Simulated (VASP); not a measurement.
# HfN (Immm) in VASP: further runs

Runs on HfN. Level: LDA. Tasks: single point.

Program: VASP 6.6.1. These are calculated values, not measurements. Logs are shortened: lines on timing, memory, paths and dates and some standing lists are left out, and cuts for length are marked.

**1. The cell of the first run**

It takes space group Immm (No. 71, orthorhombic). Conventional cell: a = 3.135 Å, b = 3.255 Å, c = 4.518 Å, α = 90.00°, β = 90.00°, γ = 90.00°. Hf (site symmetry mmm) has 6 N at 2.26 Å within 3.0 Å. Within 3.0 Å of N (site symmetry mmm) lie 6 Hf at 2.26 Å.

**2. Single point, LDA (strain +0.0375 x Voigt [0, 0, 0, 1, 0, 0])**

INCAR

```
SYSTEM = HfN
ALGO = Normal
EDIFF = 1E-6
ENCUT = 520
ISIF = 2
ISMEAR = 0
LASPH = .True.
LCHARG = .False.
LREAL = .False.
LWAVE = .False.
NBANDS = 14
NELM = 100
PREC = Accurate
SIGMA = 0.15
```

KPOINTS

```
k-points
0
Gamma
  18 18 18
  0 0 0
```

POSCAR

```
HfN
1.0
    0.0000000000      2.3013562500      2.3013562500
    2.2590000000      0.0423562500      2.2590000000
    2.2590000000      2.2590000000      0.0423562500
Hf N
1 1
Direct
    0.0000000000      0.0000000000      0.0000000000
    0.5000000000      0.5000000000      0.5000000000
```

Potentials or basis: VASP PAW LDA potentials, release 64 (Hf_pv, N).

Started as:

```bash
> cat potpaw_LDA.64/Hf_pv/POTCAR potpaw_LDA.64/N/POTCAR > POTCAR
> mpirun -np 1 vasp_std > vasp.out
```

OUTCAR:

```text
SYSTEM = HfN
   EDIFF = 1E-6
   ENCUT = 520
   ISIF = 2
   ISMEAR = 0
   LASPH = .True.
   LREAL = .False.
   NELM = 100
   PREC = Accurate

 ion  position               nearest neighbor table
   1  0.000  0.000  0.000-   2 2.26   2 2.26   2 2.26   2 2.26   2 2.26   2 2.26
   2  0.500  0.500  0.500-   1 2.26   1 2.26   1 2.26   1 2.26   1 2.26   1 2.26

  LATTYP: Found a body centered orthorhombic cell.
 ALAT       =     3.1348076542
 B/A-ratio  =     1.0382165605
 C/A-ratio  =     1.4412367515

  Lattice vectors:

 A1 = (  -2.2590000000,   2.2590000000,   0.0423562500)
 A2 = (  -2.2590000000,  -2.2590000000,  -0.0423562500)
 A3 = (   2.2590000000,   0.0423562500,   2.2590000000)

Analysis of symmetry for initial positions (statically):
=====================================================================
 Subroutine PRICEL returns:
 Original cell was already a primitive cell.

 Routine SETGRP: Setting up the symmetry group for a
 body centered orthorhombic supercell.

 Subroutine GETGRP returns: Found  8 space group operations
 (whereof  8 operations were pure point group operations)
 out of a pool of  8 trial point group operations.

The static configuration has the point symmetry D_2h.

Analysis of symmetry for dynamics (positions and initial velocities):
=====================================================================
 Subroutine PRICEL returns:
 Original cell was already a primitive cell.

 Routine SETGRP: Setting up the symmetry group for a
 body centered orthorhombic supercell.

 Subroutine GETGRP returns: Found  8 space group operations
 (whereof  8 operations were pure point group operations)
 out of a pool of  8 trial point group operations.

The dynamic configuration has the point symmetry D_2h.

 Subroutine INISYM returns: Found  8 space group operations
 (whereof  8 operations are pure point group operations),
 and found     1 'primitive' translations

----------------------------------------------------------------------------------------

                                     Primitive cell

  volume of cell :      23.0476

  direct lattice vectors                    reciprocal lattice vectors
     0.000000000  2.301356250  2.301356250    -0.221336875  0.217263190  0.217263190
     2.259000000  0.042356250  2.259000000     0.221336875 -0.225566242  0.225566242
     2.259000000  2.259000000  0.042356250     0.221336875  0.225566242 -0.225566242

  length of vectors
     3.254609221  3.194989210  3.194989210     0.378677435  0.388265722  0.388265722

  position of ions in fractional coordinates (direct lattice)
     0.000000000  0.000000000  0.000000000
     0.500000000  0.500000000  0.500000000

  ion indices of the primitive-cell ions
   primitive index   ion index
                 1           1
                 2           2

----------------------------------------------------------------------------------------

 KPOINTS: k-points

Automatic generation of k-mesh.
 Grid dimensions read from file:
 generate k-points for:   18   18   18

 Generating k-lattice:

  Cartesian coordinates                     Fractional coordinates (reciprocal lattice)
    -0.012296493  0.012070177  0.012070177     0.055555556  0.000000000  0.000000000
     0.012296493 -0.012531458  0.012531458     0.000000000  0.055555556  0.000000000
     0.012296493  0.012531458 -0.012531458     0.000000000  0.000000000  0.055555556

  Length of vectors
     0.021037635  0.021570318  0.021570318

  Shift w.r.t. Gamma in fractional coordinates (k-lattice)
     0.000000000  0.000000000  0.000000000

 Subroutine IBZKPT returns following result:
 ===========================================

 Found    865 irreducible k-points:

 Following reciprocal coordinates:
            Coordinates               Weight
  0.000000  0.000000  0.000000      1.000000
  0.055556  0.000000  0.000000      4.000000
  0.111111  0.000000  0.000000      4.000000
  0.166667  0.000000  0.000000      4.000000
  0.222222  0.000000  0.000000      4.000000
  0.277778  0.000000  0.000000      4.000000
[... 16 lines left out ...]
 -0.333333  0.055556 -0.000000      8.000000
 -0.277778  0.055556 -0.000000      8.000000
 [... further k-points ...]
   k-points           NKPTS =    865   k-points in BZ     NKDIM =    865   number of bands    NBANDS=     14
   number of dos      NEDOS =    301   number of ions     NIONS =      2
   total plane-waves  NPLWV =  13824
   dimension x,y,z NGX =    24 NGY =   24 NGZ =   24
   dimension x,y,z NGXF=    48 NGYF=   48 NGZF=   48
   ions per type =               1   1
   NGX,Y,Z   is equivalent  to a cutoff of  12.26, 12.49, 12.49 a.u.
   NGXF,Y,Z  is equivalent  to a cutoff of  24.52, 24.98, 24.98 a.u.
 SYSTEM =  HfN
   PREC   = accura    normal or accurate (medium, high low for compatibility)
   ISTART =      0    job   : 0-new  1-cont  2-samecut
   ICHARG =      2    charge: 1-file 2-atom 10-const
   ISPIN  =      1    spin polarized calculation?
   LNONCOLLINEAR =      F non collinear calculations
   LSORBIT =      F    spin-orbit coupling
   LASPH  =      T    aspherical Exc in radial PAW
   ENCUT  =  520.0 eV  38.22 Ry    6.18 a.u.   6.05  5.94  5.94*2*pi/ulx,y,z
   NELM   =    100;   NELMIN=  2; NELMDL= -5     # of ELM steps
   EDIFF  = 0.1E-05   stopping-criterion for ELM
   LREAL  =      F    real-space projection
[... 7 lines left out ...]
   TEBEG  =    0.0;   TEEND  =   0.0 temperature during run
   PSTRESS=    0.0 pullay stress
   NELECT =      15.0000    total number of electrons
   NUPDOWN=      -1.0000    fix difference up-down
   EMIN   =  10.00;   EMAX   =-10.00  energy-range for DOS
   EFERMI =   0.00;   METHOD = LEGACY
   ISMEAR =     0;   SIGMA  =   0.15  broadening in eV -4-tet -1-fermi 0-gaus
   EFERMI_NEDOS =   21; number of points for ismear=-14 and -15
   IALGO  =     38    algorithm
   IMIX   =      4    mixing-type and parameters
     AMIX     =   0.40;   BMIX     =  1.00
     AMIX_MAG =   1.60;   BMIX_MAG =  1.00
  volume/ion in A,a.u.               =      11.52        77.77
  Fermi-wavevector in a.u.,A,eV,Ry     =   1.418720  2.680991 27.385337  2.012766
  Thomas-Fermi vector in A             =   2.539816
   LORBIT       =      0    0 simple, 1 ext, 2 COOP (PROOUT), +10 PAW based schemes
   GGA     = CA    functional components
   LHFCALC =     F    Hartree Fock is set to
   AEXX    =    0.0000 exact exchange contribution
   IVDW    =     0    specifies the selected vdW correction
   LEPSILON=     F    determine dielectric tensor
   LRPA    =     F    only Hartree local field effects (RPA)
 non-spin polarized calculation
 Gauss-broadening in eV      SIGMA  =   0.15
  energy-cutoff  :      520.00
  volume of cell :       23.05
 maximum number of plane-waves:       632
   NGX = 13   NGY = 11   NGZ = 11

 number of electron      14.9999999 magnetization

 Free energy of the ion-electron system (eV)
  ---------------------------------------------------
  ext. energy  EPLUGINS =         0.00000000
  ---------------------------------------------------
  free energy    TOTEN  =       -23.83215505 eV

  energy without entropy =      -23.82495085  energy(sigma->0) =      -23.82855295

 E-fermi :   8.1775     XC(G=0): -12.9820

 val. band max:        8.1752099847   @ k =   0.0000   0.0556  -0.0000
 cond. band min:       8.1799089882   @ k =   0.1667   0.4444  -0.0000
 fundamental gap:      0.0046990035
 Fermi energy:         8.1774555143

 k-point     1 :       0.0000    0.0000    0.0000
  band No.  band energies     occupation
      1     -22.7635      2.00000
      2     -22.7432      2.00000
      3     -22.7149      2.00000
      4      -9.0354      2.00000
      5       5.1563      2.00000
      6       5.2449      2.00000
      7       5.3573      2.00000
      8       7.5180      2.00000
      9       7.7431      1.99996
     10       8.1036      1.51384
     11      10.1128      0.00000
     12      10.1224      0.00000
     13      10.2405      0.00000
     14      17.8624      0.00000

 k-point     2 :       0.0556    0.0000    0.0000
  band No.  band energies     occupation
      1     -22.7903      2.00000
      2     -22.7502      2.00000
      3     -22.7176      2.00000
      4      -8.9631      2.00000
      5       4.8373      2.00000
      6       5.0244      2.00000
      7       5.1734      2.00000
      8       7.6521      2.00000
      9       7.8722      1.99600
     10       8.2072      0.77904
     11      10.3556      0.00000
     12      10.3618      0.00000
     13      10.4413      0.00000
     14      18.0856      0.00000

 k-point     3 :       0.1111    0.0000    0.0000
  band No.  band energies     occupation
      1     -22.8788      2.00000
      2     -22.7577      2.00000
      3     -22.7256      2.00000
      4      -8.7531      2.00000
      5       4.0672      2.00000
      6       4.5480      2.00000
      7       4.7284      2.00000
      8       7.9328      1.97892
      9       8.1504      1.20163
     10       8.4843      0.00381
     11      10.9890      0.00000
     12      11.0004      0.00000
     13      11.0043      0.00000
     14      18.7197      0.00000
[... 324 lines left out ...]
 k-point    23 :      -0.3333    0.0556   -0.0000
  band No.  band energies     occupation
      1     -23.5265      2.00000
      2     -22.8253      2.00000
      3     -22.7913      2.00000
      4      -6.9311      2.00000
      5       0.3317      2.00000
      6       2.3895      2.00000
      7       2.8020      2.00000
      8       9.5709      0.00000
      9      10.3225      0.00000
     10      11.4160      0.00000
     11      13.5344      0.00000
     12      14.9570      0.00000
     13      15.8323      0.00000
     14      19.5152      0.00000

 k-point    24 :      -0.2778    0.0556   -0.0000
  band No.  band energies     occupation
      1     -23.3899      2.00000
      2     -22.8143      2.00000
      3     -22.7768      2.00000
      4      -7.3700      2.00000
      5       1.0270      2.00000
      6       2.7088      2.00000
      7       3.1769      2.00000
      8       9.0498      0.00000
      9       9.6443      0.00000
     10      10.7834      0.00000
     11      12.9902      0.00000
     12      14.2022      0.00000
     13      14.9050      0.00000
     14      19.5296      0.00000

 [... further k-points ...]
[... 5 lines left out ...]
  --------------------------------------------------------------------------------------
  -------------------------------------------------------------------------------------
  Total       -1.5269524     -1.4976122     -1.4976122     -0.0000000     -0.6731517      0.0000000
  in kB     -106.1475839   -104.1079657   -104.1079657     -0.0000000    -46.7947954      0.0000000
  external PRESSURE =    -104.7878384 kB  Pullay stress =       0.0000000 kB

 VOLUME and BASIS-vectors are now :
 -----------------------------------------------------------------------------
  energy-cutoff  :      520.00
  volume of cell :       23.05
      direct lattice vectors                 reciprocal lattice vectors
     0.000000000  2.301356250  2.301356250    -0.221336875  0.217263190  0.217263190
     2.259000000  0.042356250  2.259000000     0.221336875 -0.225566242  0.225566242
     2.259000000  2.259000000  0.042356250     0.221336875  0.225566242 -0.225566242

 POSITION                                       TOTAL-FORCE (eV/Angst)
 -----------------------------------------------------------------------------------
      0.00000      0.00000      0.00000         0.000000     -0.000000     -0.000000
      2.25900      2.30136      2.30136         0.000000      0.000000      0.000000
 -----------------------------------------------------------------------------------
    total drift:                                0.000000     -0.000000     -0.000000

  FREE ENERGIE OF THE ION-ELECTRON SYSTEM (eV)
  ---------------------------------------------------
  free  energy   TOTEN  =       -23.8321550530 eV

  energy  without entropy=      -23.8249508520  energy(sigma->0) =      -23.82855295
```

Run time: 91 s. Hardware: 1 thread of Intel Xeon Platinum 8488C (Sapphire Rapids), shared host; peak memory 0.37 GiB.

What came out:

```
Free energy            : -23.8322 eV
Pressure               : -10.5 GPa
Band gap on the k mesh : zero (an odd number of electrons rules out a gap without spin polarisation)
```

Levels at points of the mesh, in eV from the Fermi level:
```
           k point  band 5  band 6  band 7  band 8  band 9  band 10  band 11  band 12
(0.00, 0.00, 0.00)   -3.02   -2.93   -2.82   -0.66   -0.43    -0.07     1.94     1.94
(0.50, 0.00, 0.00)   -8.84   -6.16   -5.88    2.93    3.62     3.80     4.64     8.69
(0.00, 0.50, 0.00)   -8.80   -6.36   -6.11    3.21    3.58     4.18     4.53     8.88
(0.50, 0.50, 0.00)   -5.27   -3.81   -3.58   -3.58    4.02     5.37     5.49     5.79
(0.00, 0.50, 0.50)   -5.27   -3.81   -3.72   -3.43    4.08     5.50     5.53     5.70
```

Caveat: the cell differs from its parent crystal (strain +0.0375 x Voigt [0, 0, 0, 1, 0, 0]); the cell stands under tension; spin-orbit coupling is left out, which moves the levels of the heavy elements.

**3. Single point, LDA (strain +0.0225 x Voigt [0, 0, 0, 1, 0, 0])**

INCAR

```
SYSTEM = HfN
  PREC = Accurate
  ENCUT = 520
  EDIFF = 1E-7
  ISMEAR = 0
  SIGMA = 0.15
  LREAL = .FALSE.
  LASPH = .TRUE.
  NELM = 100
  ALGO = Normal
  ISIF = 2
  LWAVE = .FALSE.
  LCHARG = .FALSE.
  GGA = CA
  NBANDS = 14
```

KPOINTS

```
Automatic mesh
0
G
  18 18 18
  0 0 0
```

POSCAR

```
HfN
1.0
    0.0000000000      2.2844137500      2.2844137500
    2.2590000000      0.0254137500      2.2590000000
    2.2590000000      2.2590000000      0.0254137500
Hf N
1 1
Direct
    0.0000000000      0.0000000000      0.0000000000
    0.5000000000      0.5000000000      0.5000000000
```

Potentials or basis: VASP PAW LDA potentials, release 64 (Hf_pv, N).

Started as:

```bash
> cat potpaw_LDA.64/Hf_pv/POTCAR potpaw_LDA.64/N/POTCAR > POTCAR
> mpirun -np 1 vasp_std > vasp.out
```

Run time: 97 s. Hardware: 1 thread of Intel Xeon Platinum 8488C (Sapphire Rapids), shared host; peak memory 0.37 GiB.

The run converged. Its results:

```
Free energy            : -23.8399 eV
Pressure               : -10.6 GPa
Band gap on the k mesh : zero (an odd number of electrons rules out a gap without spin polarisation)
```

Stress tensor (GPa, compression positive):
```
-10.61   0.00   0.00
  0.00 -10.53  -2.79
  0.00  -2.79 -10.53
```

Levels at points of the mesh, in eV from the Fermi level:
| k point | band 4 | band 5 | band 6 | band 7 | band 8 | band 9 | band 10 | band 11 | band 12 | band 13 |
| --- | --- | --- | --- | --- | --- | --- | --- | --- | --- | --- |
| (0.00, 0.00, 0.00) | -17.22 | -2.99 | -2.94 | -2.87 | -0.55 | -0.40 | -0.20 | 1.93 | 1.93 | 2.02 |
| (0.50, 0.00, 0.00) | -14.42 | -8.84 | -6.15 | -5.99 | 3.12 | 3.59 | 3.75 | 4.61 | 8.74 | 8.80 |
| (0.00, 0.50, 0.00) | -14.38 | -8.81 | -6.28 | -6.12 | 3.26 | 3.61 | 3.95 | 4.54 | 8.86 | 8.91 |
| (0.50, 0.50, 0.00) | -16.10 | -5.28 | -3.81 | -3.59 | -3.59 | 4.04 | 5.44 | 5.50 | 5.74 | 7.99 |
| (0.00, 0.50, 0.50) | -16.10 | -5.28 | -3.81 | -3.67 | -3.50 | 4.06 | 5.50 | 5.51 | 5.69 | 7.96 |

Caveat: the cell differs from its parent crystal (strain +0.0225 x Voigt [0, 0, 0, 1, 0, 0]); the cell stands under tension; spin-orbit coupling is left out, which moves the levels of the heavy elements.
